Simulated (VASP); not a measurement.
# WSe2 in VASP: single point with PBE

Aim: the single point of WSe2 with PBE.

Program: VASP 6.6.1. These are calculated values, not measurements. Logs are shortened: lines on timing, memory, paths and dates and some standing lists are left out, and cuts for length are marked.

### Step 1. The cell of the first run

The cell holds a slab with vacuum, 3 atoms: a = 3.320 Å, b = 3.320 Å, c = 16.654 Å, α = 90.00°, β = 90.00°, γ = 120.00°.

### Step 2. Single point, PBE

File INCAR:

```
PREC     = Accurate       # precision mode
ENCUT    = 520            # plane-wave cutoff, eV
EDIFF    = 1E-6           # SCF threshold, eV
ISMEAR   = 0              # smearing method
SIGMA    = 0.02           # smearing width, eV
LREAL    = False          # projectors in reciprocal space
LASPH    = True           # aspherical terms in the spheres
NELM     = 60             # most SCF steps
ALGO     = Normal         # electronic algorithm
ISIF     = 2              # what is computed and relaxed
LWAVE    = False          # write WAVECAR
LCHARG   = False          # write CHGCAR
GGA      = PE             # functional
NBANDS   = 20             # bands
```

File KPOINTS:

```
regular mesh
0
Gamma
  12 12 2
```

File POSCAR:

```
WSe2
1.0
    3.3200828450      0.0000000000      0.0000000000
   -1.6600414225      2.8752760865      0.0000000000
    0.0000000000      0.0000000000     16.6542363514
W Se
1 2
Direct
    0.0000000000      0.0000000000      0.0000000000
    0.3333333333      0.6666666667      0.1007757771
    0.3333333333      0.6666666667      0.8992242229
```

Potentials or basis: VASP PAW PBE potentials, release 64 (W_sv, Se).

On the command line:

```bash
> cat potpaw_PBE.64/W_sv/POTCAR potpaw_PBE.64/Se/POTCAR > POTCAR
> mpirun -np 1 vasp_std > vasp.out
```

OUTCAR:

```text
PREC = Accurate
   ENCUT = 520
   EDIFF = 1E-6
   ISMEAR = 0
   LREAL = False
   LASPH = True
   NELM = 60
   ISIF = 2
   GGA = PE

 ion  position               nearest neighbor table
   1  0.000  0.000  0.000-   2 2.55   3 2.55   2 2.55   3 2.55   2 2.55   3 2.55
   2  0.333  0.667  0.101-   1 2.55   1 2.55   1 2.55
   3  0.333  0.667  0.899-   1 2.55   1 2.55   1 2.55

  LATTYP: Found a hexagonal cell.
 ALAT       =     3.3200828450
 C/A-ratio  =     5.0162110793

  Lattice vectors:

 A1 = (   3.3200828450,   0.0000000000,   0.0000000000)
 A2 = (  -1.6600414225,   2.8752760865,   0.0000000000)
 A3 = (   0.0000000000,   0.0000000000,  16.6542363514)

Analysis of symmetry for initial positions (statically):
=====================================================================
 Subroutine PRICEL returns:
 Original cell was already a primitive cell.

 Routine SETGRP: Setting up the symmetry group for a
 hexagonal supercell.

 Subroutine GETGRP returns: Found 12 space group operations
 (whereof 12 operations were pure point group operations)
 out of a pool of 24 trial point group operations.

The static configuration has the point symmetry D_3h.

Analysis of symmetry for dynamics (positions and initial velocities):
=====================================================================
 Subroutine PRICEL returns:
 Original cell was already a primitive cell.

 Routine SETGRP: Setting up the symmetry group for a
 hexagonal supercell.

 Subroutine GETGRP returns: Found 12 space group operations
 (whereof 12 operations were pure point group operations)
 out of a pool of 24 trial point group operations.

The dynamic configuration has the point symmetry D_3h.

 Subroutine INISYM returns: Found 12 space group operations
 (whereof 12 operations are pure point group operations),
 and found     1 'primitive' translations

----------------------------------------------------------------------------------------

                                     Primitive cell

  volume of cell :     158.9839

  direct lattice vectors                    reciprocal lattice vectors
     3.320082845  0.000000000  0.000000000     0.301197303  0.173896344  0.000000000
    -1.660041422  2.875276086  0.000000000     0.000000000  0.347792688  0.000000000
     0.000000000  0.000000000 16.654236351     0.000000000  0.000000000  0.060044783

  length of vectors
     3.320082845  3.320082845 16.654236351     0.347792688  0.347792688  0.060044783

  position of ions in fractional coordinates (direct lattice)
[... 81 lines left out ...]
   EDIFF  = 0.1E-05   stopping-criterion for ELM
   LREAL  =      F    real-space projection
   EDIFFG = 0.1E-04   stopping-criterion for IOM
   NSW    =      0    number of steps for IOM
   IBRION =     -1    ionic relax: 0-MD 1-quasi-New 2-CG
   NFREE  =      0    steps in history (QN), initial steepest desc. (CG)
   ISIF   =      2    stress and relaxation
   ISYM   =      2    0-nonsym 1-usesym 2-fastsym
   POTIM  = 0.5000    time-step for ionic-motion
   TEBEG  =    0.0;   TEEND  =   0.0 temperature during run
   PSTRESS=    0.0 pullay stress
   NELECT =      26.0000    total number of electrons
   NUPDOWN=      -1.0000    fix difference up-down
   EMIN   =  10.00;   EMAX   =-10.00  energy-range for DOS
   EFERMI =   0.00;   METHOD = LEGACY
   ISMEAR =     0;   SIGMA  =   0.02  broadening in eV -4-tet -1-fermi 0-gaus
   EFERMI_NEDOS =   21; number of points for ismear=-14 and -15
   IALGO  =     38    algorithm
   IMIX   =      4    mixing-type and parameters
     AMIX     =   0.40;   BMIX     =  1.00
     AMIX_MAG =   1.60;   BMIX_MAG =  1.00
  volume/ion in A,a.u.               =      52.99       357.63
  Fermi-wavevector in a.u.,A,eV,Ry     =   0.895258  1.691792 10.904891  0.801487
  Thomas-Fermi vector in A             =   2.017567
   LORBIT       =      0    0 simple, 1 ext, 2 COOP (PROOUT), +10 PAW based schemes
   GGA     = PE    functional components
   LHFCALC =     F    Hartree Fock is set to
   AEXX    =    0.0000 exact exchange contribution
   IVDW    =     0    specifies the selected vdW correction
   LEPSILON=     F    determine dielectric tensor
   LRPA    =     F    only Hartree local field effects (RPA)
 non-spin polarized calculation
 Gauss-broadening in eV      SIGMA  =   0.02
  energy-cutoff  :      520.00
  volume of cell :      158.98
 maximum number of plane-waves:      4304
 NGX is ok and might be reduce to    28
   NGX = 13   NGY = 13   NGZ = 61

 number of electron      26.0000001 magnetization

 Free energy of the ion-electron system (eV)
  ---------------------------------------------------
  ext. energy  EPLUGINS =         0.00000000
  ---------------------------------------------------
  free energy    TOTEN  =       -21.62323617 eV

  energy without entropy =      -21.62323617  energy(sigma->0) =      -21.62323617

 E-fermi :  -0.7651     XC(G=0):  -4.7865

 val. band max:       -0.8634425309   @ k =   0.3333   0.3333   0.0000
 cond. band min:       0.6843401337   @ k =   0.3333   0.3333   0.5000
 fundamental gap:      1.5477826647
 Fermi energy:        -0.7651037367

 k-point     1 :       0.0000    0.0000    0.0000
  band No.  band energies     occupation
      1     -74.9451      2.00000
      2     -39.1644      2.00000
      3     -39.0623      2.00000
      4     -39.0623      2.00000
      5     -15.5536      2.00000
      6     -14.3187      2.00000
[... 541 lines left out ...]
     19       5.6230      0.00000
     20       5.6637      0.00000

 [... further k-points ...]

------------------------ aborting loop because EDIFF is reached ----------------------------------------

  FORCE on cell =-STRESS in cart. coord.  units (eV):
  Direction    XX          YY          ZZ          XY          YZ          ZX
  --------------------------------------------------------------------------------------
  -------------------------------------------------------------------------------------
  Total        0.0989382      0.0989382      0.1359514      0.0000000      0.0000000      0.0000000
  in kB        0.9970600      0.9970600      1.3700642      0.0000000      0.0000000      0.0000000
  external PRESSURE =       1.1213948 kB  Pullay stress =       0.0000000 kB

 VOLUME and BASIS-vectors are now :
 -----------------------------------------------------------------------------
  energy-cutoff  :      520.00
  volume of cell :      158.98
      direct lattice vectors                 reciprocal lattice vectors
     3.320082845  0.000000000  0.000000000     0.301197303  0.173896344  0.000000000
    -1.660041422  2.875276086  0.000000000     0.000000000  0.347792688  0.000000000
     0.000000000  0.000000000 16.654236351     0.000000000  0.000000000  0.060044783

 POSITION                                       TOTAL-FORCE (eV/Angst)
 -----------------------------------------------------------------------------------
      0.00000      0.00000      0.00000         0.000000     -0.000000      0.000000
     -0.00000      1.91685      1.67834         0.000000     -0.000000      0.044070
     -0.00000      1.91685     14.97589        -0.000000      0.000000     -0.044070
 -----------------------------------------------------------------------------------
    total drift:                                0.000000     -0.000000     -0.000000

  FREE ENERGIE OF THE ION-ELECTRON SYSTEM (eV)
  ---------------------------------------------------
  free  energy   TOTEN  =       -21.6232361746 eV

  energy  without entropy=      -21.6232361746  energy(sigma->0) =      -21.62323617
```

stdout:

```text
POSCAR found type information on POSCAR W Se
 POSCAR found :  2 types and       3 ions
 scaLAPACK will be used
 LDA part: xc-table for (Slater+PW92), standard interpolation
 POSCAR, INCAR and KPOINTS ok, starting setup
 FFT: planning ... GRIDC
 FFT: planning ... GRID_SOFT
 FFT: planning ... GRID
 WAVECAR not read
 entering main loop
```

Run time: 92 s. Hardware: 1 thread of AMD EPYC 9R45 (Zen 5), shared host; peak memory 0.33 GiB.

What came out:

```
Free energy            : -21.6232 eV
Largest force          : 0.044 eV/Å
Band gap on the k mesh : 1.55 eV
```

Forces in eV/Å, atoms in the order of the input:
```
W    0.000  0.000  0.000
Se   0.000  0.000  0.044
Se   0.000  0.000 -0.044
```

Caveat: there is no dipole correction, which matters where the two faces differ; spin-orbit coupling is left out, which moves the levels of the heavy elements.
